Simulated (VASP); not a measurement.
Set up this calculation in VASP 6.6.1, as the native input.

* Task: single point
* Functional: PBEsol
* Potentials or basis: VASP PAW PBE potentials, release 64 (Ta_pv)
* Cutoff: 520 eV
* k mesh: 9 × 9 × 5
* Occupations: gaussian, width 0.025 eV
* Spin: no spin polarisation
* Dipole correction: no
* Further INCAR settings: ALGO = Fast; EDIFF = 1e-06; NBANDS = 18

The structure of Ta lies in POSCAR:

```
Ta
1.0
    2.9003720726      0.0000000000      0.0000000000
   -1.4501860363      2.5117958953      0.0000000000
    0.0000000000      0.0000000000      5.1662740000
Ta
2
Direct
    0.3333333333      0.6666666667      0.2500000000
    0.6666666667      0.3333333333      0.7500000000
```

These files were run (other wordings do the same):

INCAR

```
SYSTEM = Ta
PREC = Accurate
ENCUT = 520
EDIFF = 1E-6
ISMEAR = 0
SIGMA = 0.025
LREAL = .False.
LASPH = .True.
NELM = 100
ALGO = Fast
ISIF = 2
LWAVE = .False.
LCHARG = .True.
GGA = PS
LELF = .True.
LVHAR = .True.
NBANDS = 18
```

KPOINTS

```
Automatic mesh
0
Gamma
  9 9 5
  0 0 0
```

Potentials or basis: VASP PAW PBE potentials, release 64 (Ta_pv).

Command:

```bash
$ cat potpaw_PBE.64/Ta_pv/POTCAR > POTCAR
$ mpirun -np 1 vasp_std > vasp.out
```

Results of the run:

| Quantity | Value |
| --- | --- |
| Pressure | -7.0 GPa |
| Band gap on the k mesh | zero (band 11 reaches 6.29 eV, above the bottom of band 12 at 4.80 eV) |

Caveat: the PAW data sets were made with another functional, which shifts forces and pressure a little; spin-orbit coupling is left out, which moves the levels of the heavy elements.

It used 17 s of CPU time on 1 thread of Intel Xeon 6975P-C, on a shared host.
